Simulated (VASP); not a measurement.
Crystal: RbGaAsO4.

```xyz
7
Lattice="0.0000 3.9346 3.9346 3.9346 0.0000 3.9346 3.9346 3.9346 0.0000" Properties=species:S:1:pos:R:3 pbc="T T T"
Rb    0.0000    0.0000    0.0000
Ga    1.9673    1.9673    1.9673
As    3.9346    3.9346    3.9346
O     4.9172    2.9521    4.9172
O     2.9521    2.9521    2.9521
O     2.9521    4.9172    4.9172
O     4.9172    4.9172    2.9521
```

The cell was generated, and may not be a known phase.

```yaml
Program: VASP 6.6.1
Task: relaxation of cell and atoms
Functional: PBE
Potentials_or_basis: VASP PAW PBE potentials, release 64 (Rb_sv, Ga_d, As, O)
Cutoff: 600 eV
k_mesh: 4 × 4 × 4
Occupations: gaussian, width 0.1 eV
Spin: no spin polarisation
```

At the start: pressure 25.4 GPa; volume 17.40 Å³/atom.

Question: Where does the relaxation end?

Answer: Over 3 steps the energy falls by 297.8 meV/atom and the volume is 21.82 Å³/atom (+25.4 %); space group F-43m (No. 216, to 0.1 Å) before and after.

Step by step:
```csv
step,energy change (eV),largest force (eV/Å),pressure (GPa),volume (Å³)
1,0.0000,1.2319,25.42,121.83
2,-1.4064,0.1910,-7.86,177.28
3,-2.0848,0.0136,-0.03,152.74
```

Final structure:
```
CELL_PARAMETERS angstrom
0.00000 4.24266 4.24266
4.24266 0.00000 4.24266
4.24266 4.24266 0.00000
ATOMIC_POSITIONS crystal
Rb 0.00000 0.00000 0.00000
Ga 0.25000 0.25000 0.25000
As 0.50000 0.50000 0.50000
O 0.37792 0.86624 0.37792
O 0.37792 0.37792 0.37792
O 0.86624 0.37792 0.37792
O 0.37792 0.37792 0.86624
```

Caveat: the volume moved by over 15 % at a fixed basis, so the end points are rough; an odd number of electrons without spin polarisation forces a metal; a magnetic or distorted state may lie lower.
